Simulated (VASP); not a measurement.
# GaP (F-43m) in VASP: a series of runs, part 2 of 3

VASP 6.6.1. Earlier steps stand in the parts before.

### Step 4. Vibrations by perturbation theory, LDA

This run uses another cell than the first one, of 17.15 Å³/atom, 0.966 times its volume.

File INCAR:

```
PREC = Accurate
ENCUT = 520
EDIFF = 1E-8
ISMEAR = 0
SIGMA = 0.01
LREAL = F
LASPH = T
NELM = 60
ALGO = Normal
ISIF = 2
LWAVE = F
LCHARG = T
IBRION = 8
NSW = 1
LEPSILON = T
```

File KPOINTS:

```
Automatic mesh
0
Gamma
  10 10 10
```

File POSCAR:

```
GaP
1.0
    0.0000000000      2.5790110938      2.5790110938
    2.5790110938      0.0000000000      2.5790110938
    2.5790110938      2.5790110938      0.0000000000
Ga P
1 1
Direct
    0.0000000000      0.0000000000      0.0000000000
    0.7500000000      0.7500000000      0.7500000000
```

Potentials or basis: VASP PAW LDA potentials, release 64 (Ga_d, P).

The run is started by

```
$ cat potpaw_LDA.64/Ga_d/POTCAR potpaw_LDA.64/P/POTCAR > POTCAR
$ mpirun -np 1 vasp_std > vasp.out
```

OUTCAR:

```text
PREC = Accurate
   ENCUT = 520
   EDIFF = 1E-8
   ISMEAR = 0
   LREAL = F
   LASPH = T
   NELM = 60
   ISIF = 2
   IBRION = 8
   NSW = 1
   LEPSILON = T

 ion  position               nearest neighbor table
   1  0.000  0.000  0.000-   2 2.23   2 2.23   2 2.23   2 2.23
   2  0.750  0.750  0.750-   1 2.23   1 2.23   1 2.23   1 2.23

  LATTYP: Found a face centered cubic cell.
 ALAT       =     5.1580221876

  Lattice vectors:

 A1 = (   0.0000000000,   2.5790110938,   2.5790110938)
 A2 = (   2.5790110938,   0.0000000000,   2.5790110938)
 A3 = (   2.5790110938,   2.5790110938,   0.0000000000)

Analysis of symmetry for initial positions (statically):
=====================================================================
 Subroutine PRICEL returns:
 Original cell was already a primitive cell.

 Routine SETGRP: Setting up the symmetry group for a
 face centered cubic supercell.

 Subroutine GETGRP returns: Found 24 space group operations
 (whereof 24 operations were pure point group operations)
 out of a pool of 48 trial point group operations.

The static configuration has the point symmetry T_d .

Analysis of symmetry for dynamics (positions and initial velocities):
=====================================================================
 Subroutine PRICEL returns:
 Original cell was already a primitive cell.

 Routine SETGRP: Setting up the symmetry group for a
 face centered cubic supercell.

[... 641 lines left out ...]

 PIEZOELECTRIC TENSOR (including local field effects)  for field in x, y, z        (C/m^2)
          XX          YY          ZZ          XY          YZ          ZX
  --------------------------------------------------------------------------------
  x     0.00000     0.00000    -0.00000     0.00000     0.71465     0.00000
  y    -0.00000     0.00000     0.00000     0.00000     0.00000     0.71465
  z     0.00000    -0.00000    -0.00000     0.71465     0.00000     0.00000

 BORN EFFECTIVE CHARGES (including local field effects) (in |e|, cummulative output)
 ---------------------------------------------------------------------------------
 ion    1
    1     1.86186    -0.00000    -0.00000
    2     0.00000     1.86186     0.00000
    3     0.00000     0.00000     1.86186
 ion    2
    1    -1.86186     0.00000     0.00000
    2     0.00000    -1.86186    -0.00000
    3    -0.00000    -0.00000    -1.86186

 INTERNAL STRAIN TENSOR FOR ION    2 for displacements in x,y,z  (eV/Angst):
          X           Y           Z          XY          YZ          ZX
  --------------------------------------------------------------------------------
  x     0.00000     0.00000     0.00000     0.00000    14.23099     0.00000
  y     0.00000     0.00000     0.00000     0.00000     0.00000    14.23099
  z     0.00000     0.00000     0.00000    14.23099     0.00000     0.00000

 SECOND DERIVATIVES (NOT SYMMETRIZED)
 ------------------------------------
               1X          1Y          1Z          2X          2Y          2Z
  1X   -14.449726    0.000000    0.000000   14.449726    0.000000    0.000000
  1Y     0.000000  -14.449726    0.000000    0.000000   14.449726    0.000000
  1Z     0.000000    0.000000  -14.449726    0.000000    0.000000   14.449726
  2X    14.427109    0.000000    0.000000  -14.427109    0.000000    0.000000
  2Y     0.000000   14.427109    0.000000    0.000000  -14.427109    0.000000
  2Z     0.000000    0.000000   14.427109    0.000000    0.000000  -14.427109

 Eigenvectors and eigenvalues of the dynamical matrix
 ----------------------------------------------------

   1 f  =   12.825275 THz    80.583578 2PiTHz  427.805120 cm-1    53.041051 meV
             X         Y         Z           dx          dy          dz
      0.000000  0.000000  0.000000     0.554914    0.000000    0.000000
      3.868517  3.868517  3.868517    -0.831908    0.000000    0.000000
[... 21 lines left out ...]
   6 f/i=    0.004637 THz     0.029137 2PiTHz    0.154683 cm-1     0.019178 meV
             X         Y         Z           dx          dy          dz
      0.000000  0.000000  0.000000    -0.117070   -0.823629    0.000000
      3.868517  3.868517  3.868517    -0.078090   -0.549392    0.000000

--------------------------------------------------------------------------------------------------------

 MACROSCOPIC STATIC DIELECTRIC TENSOR IONIC CONTRIBUTION
 ------------------------------------------------------
           1.266337     0.000000     0.000000
           0.000000     1.266337     0.000000
           0.000000     0.000000     1.266337
 ------------------------------------------------------

 ELASTIC MODULI CONTR FROM IONIC RELAXATION (kBar)
 Direction    XX          YY          ZZ          XY          YZ          ZX
 --------------------------------------------------------------------------------
 XX          -0.0000     -0.0000     -0.0000     -0.0000      0.0000     -0.0000
 YY          -0.0000     -0.0000     -0.0000     -0.0000     -0.0000     -0.0000
 ZZ          -0.0000     -0.0000     -0.0000     -0.0000     -0.0000     -0.0000
 XY          -0.0000     -0.0000     -0.0000   -651.3179     -0.0000     -0.0000
 YZ           0.0000     -0.0000     -0.0000     -0.0000   -651.3179     -0.0000
 ZX          -0.0000     -0.0000     -0.0000     -0.0000     -0.0000   -651.3179
 --------------------------------------------------------------------------------

 PIEZOELECTRIC TENSOR IONIC CONTR  for field in x, y, z        (C/m^2)
          XX          YY          ZZ          XY          YZ          ZX
  --------------------------------------------------------------------------------
  x     0.00000    -0.00000    -0.00000    -0.00000    -0.85456    -0.00000
  y    -0.00000    -0.00000    -0.00000    -0.00000    -0.00000    -0.85456
  z    -0.00000    -0.00000    -0.00000    -0.85456    -0.00000    -0.00000
```

Wall time 13 min (1 thread of AMD EPYC 7R13 (Zen 3), shared host); peak memory 0.28 GiB.

What came out:

- Electronic dielectric tensor (diagonal): 10.19
- Born charges (mean of the diagonal): Ga +1.86; P -1.86 e
- Highest phonon frequency at Γ, LO-TO splitting left out: 428 cm⁻¹

Phonon frequencies in cm⁻¹ (negative: imaginary):
| q point | frequencies |
| --- | --- |
| (0.000, 0.000, 0.000) | 0 0 0 428 428 428 |

Electronic dielectric tensor:
```
10.19  0.00  0.00
 0.00 10.19  0.00
 0.00  0.00 10.19
```

Born effective charge tensors (e):
atom 1, Ga
```
1.86 0.00 0.00
0.00 1.86 0.00
0.00 0.00 1.86
```
atom 2, P
```
-1.86  0.00  0.00
 0.00 -1.86  0.00
 0.00  0.00 -1.86
```

Caveat: the cell wasn't relaxed at this level first, which shifts response properties.

### Step 5. Vibrations by perturbation theory, LDA

This run uses another cell than the first one, of 14.60 Å³/atom, 0.822 times its volume.

File INCAR:

```
SYSTEM = GaP
PREC = Accurate
ENCUT = 520
EDIFF = 1E-8
ISMEAR = 0
SIGMA = 0.01
LREAL = .FALSE.
LASPH = .TRUE.
NELM = 100
ALGO = Normal
ISIF = 2
LWAVE = .FALSE.
LCHARG = .FALSE.
IBRION = 8
NSW = 1
LEPSILON = .TRUE.
```

File KPOINTS:

```
regular mesh
0
G
  10 10 10
  0 0 0
```

File POSCAR:

```
GaP
1.0
    0.0000000000      2.4439353854      2.4439353854
    2.4439353854      0.0000000000      2.4439353854
    2.4439353854      2.4439353854      0.0000000000
Ga P
1 1
Direct
    0.0000000000      0.0000000000      0.0000000000
    0.7500000000      0.7500000000      0.7500000000
```

Potentials or basis: VASP PAW LDA potentials, release 64 (Ga_d, P).

The run is started by

```
$ cat potpaw_LDA.64/Ga_d/POTCAR potpaw_LDA.64/P/POTCAR > POTCAR
$ mpirun -np 1 vasp_std > vasp.out
```

OUTCAR:

```text
SYSTEM = GaP
   PREC = Accurate
   ENCUT = 520
   EDIFF = 1E-8
   ISMEAR = 0
   LREAL = .FALSE.
   LASPH = .TRUE.
   NELM = 100
   ISIF = 2
   IBRION = 8
   NSW = 1
   LEPSILON = .TRUE.

 ion  position               nearest neighbor table
   1  0.000  0.000  0.000-   2 2.12   2 2.12   2 2.12   2 2.12
   2  0.750  0.750  0.750-   1 2.12   1 2.12   1 2.12   1 2.12

  LATTYP: Found a face centered cubic cell.
 ALAT       =     4.8878707708

  Lattice vectors:

 A1 = (   0.0000000000,   2.4439353854,   2.4439353854)
 A2 = (   2.4439353854,   0.0000000000,   2.4439353854)
 A3 = (   2.4439353854,   2.4439353854,   0.0000000000)

Analysis of symmetry for initial positions (statically):
=====================================================================
 Subroutine PRICEL returns:
 Original cell was already a primitive cell.

 Routine SETGRP: Setting up the symmetry group for a
 face centered cubic supercell.

[... 682 lines left out ...]
 SECOND DERIVATIVES (NOT SYMMETRIZED)
 ------------------------------------
               1X          1Y          1Z          2X          2Y          2Z
  1X   -20.997534    0.000000    0.000000   20.997534    0.000000    0.000000
  1Y     0.000000  -20.997534    0.000000    0.000000   20.997534    0.000000
  1Z     0.000000    0.000000  -20.997534    0.000000    0.000000   20.997534
  2X    20.980608    0.000000    0.000000  -20.980608    0.000000    0.000000
  2Y     0.000000   20.980608    0.000000    0.000000  -20.980608    0.000000
  2Z     0.000000    0.000000   20.980608    0.000000    0.000000  -20.980608

 Eigenvectors and eigenvalues of the dynamical matrix
 ----------------------------------------------------

   1 f  =   15.464477 THz    97.166174 2PiTHz  515.839424 cm-1    63.955909 meV
             X         Y         Z           dx          dy          dz
      0.000000  0.000000  0.000000     0.000000    0.000000   -0.554768
      3.665903  3.665903  3.665903     0.000000    0.000000    0.832005
[... 21 lines left out ...]
   6 f/i=    0.002878 THz     0.018084 2PiTHz    0.096004 cm-1     0.011903 meV
             X         Y         Z           dx          dy          dz
      0.000000  0.000000  0.000000     0.496067   -0.662573   -0.084542
      3.665903  3.665903  3.665903     0.330770   -0.441794   -0.056372

--------------------------------------------------------------------------------------------------------

 MACROSCOPIC STATIC DIELECTRIC TENSOR IONIC CONTRIBUTION
 ------------------------------------------------------
           0.749242    -0.000000     0.000000
          -0.000000     0.749242    -0.000000
           0.000000    -0.000000     0.749242
 ------------------------------------------------------

 ELASTIC MODULI CONTR FROM IONIC RELAXATION (kBar)
 Direction    XX          YY          ZZ          XY          YZ          ZX
 --------------------------------------------------------------------------------
 XX          -0.0000     -0.0000      0.0000     -0.0000      0.0000     -0.0000
 YY          -0.0000     -0.0000     -0.0000     -0.0000     -0.0000     -0.0000
 ZZ           0.0000     -0.0000     -0.0000      0.0000     -0.0000     -0.0000
 XY          -0.0000     -0.0000      0.0000  -1631.7897     -0.0000      0.0000
 YZ           0.0000     -0.0000     -0.0000     -0.0000  -1631.7897      0.0000
 ZX          -0.0000     -0.0000     -0.0000      0.0000      0.0000  -1631.7897
 --------------------------------------------------------------------------------

 PIEZOELECTRIC TENSOR IONIC CONTR  for field in x, y, z        (C/m^2)
          XX          YY          ZZ          XY          YZ          ZX
  --------------------------------------------------------------------------------
  x     0.00000    -0.00000    -0.00000    -0.00000    -1.04044     0.00000
  y    -0.00000    -0.00000    -0.00000     0.00000     0.00000    -1.04044
  z    -0.00000    -0.00000     0.00000    -1.04044    -0.00000     0.00000
```

OSZICAR:

```text
N       E                     dE             d eps       ncg     rms          rms(c)
DAV:   1     0.802476109992E+02    0.80248E+02   -0.94338E+03  1262   0.221E+03
[... 200 lines left out ...]
RMM:   5    -0.484545317866E-01    0.22245E-04   -0.91650E-06  8786   0.355E-02    0.867E-03
RMM:   6    -0.484511692260E-01    0.33626E-05    0.29004E-08  8763   0.125E-02    0.411E-03
RMM:   7    -0.484587679979E-01   -0.75988E-05    0.56663E-07  8645   0.460E-03    0.144E-03
RMM:   8    -0.484585517000E-01    0.21630E-06    0.71883E-08  8761   0.148E-03    0.216E-04
RMM:   9    -0.484583358871E-01    0.21581E-06    0.86418E-08  8807   0.532E-04    0.114E-04
RMM:  10    -0.484584043247E-01   -0.68438E-07   -0.15456E-08  8837   0.197E-04    0.108E-05
RMM:  11    -0.484583945141E-01    0.98106E-08   -0.51676E-10  8829   0.696E-05    0.254E-06
 Linear response finished
```

It took 9.6 min on 1 thread of Intel Xeon Platinum 8375C at 2.90GHz (Ice Lake), shared host; peak memory 0.29 GiB.

Results:

- Electronic dielectric tensor (diagonal): 10.20
- Born charges (mean of the diagonal): Ga +1.59; P -1.59 e
- Highest phonon frequency at Γ, LO-TO splitting left out: 516 cm⁻¹

Phonon frequencies in cm⁻¹ (negative: imaginary):
| q point | frequencies |
| --- | --- |
| (0.000, 0.000, 0.000) | 0 0 0 516 516 516 |

Electronic dielectric tensor:
```
10.20  0.00  0.00
 0.00 10.20  0.00
 0.00  0.00 10.20
```

Born effective charge tensors (e):
atom 1, Ga
```
1.59 0.00 0.00
0.00 1.59 0.00
0.00 0.00 1.59
```
atom 2, P
```
-1.59  0.00  0.00
 0.00 -1.59  0.00
 0.00  0.00 -1.59
```

Caveat: the cell wasn't relaxed at this level first, which shifts response properties.

[end of part 2 of 3]
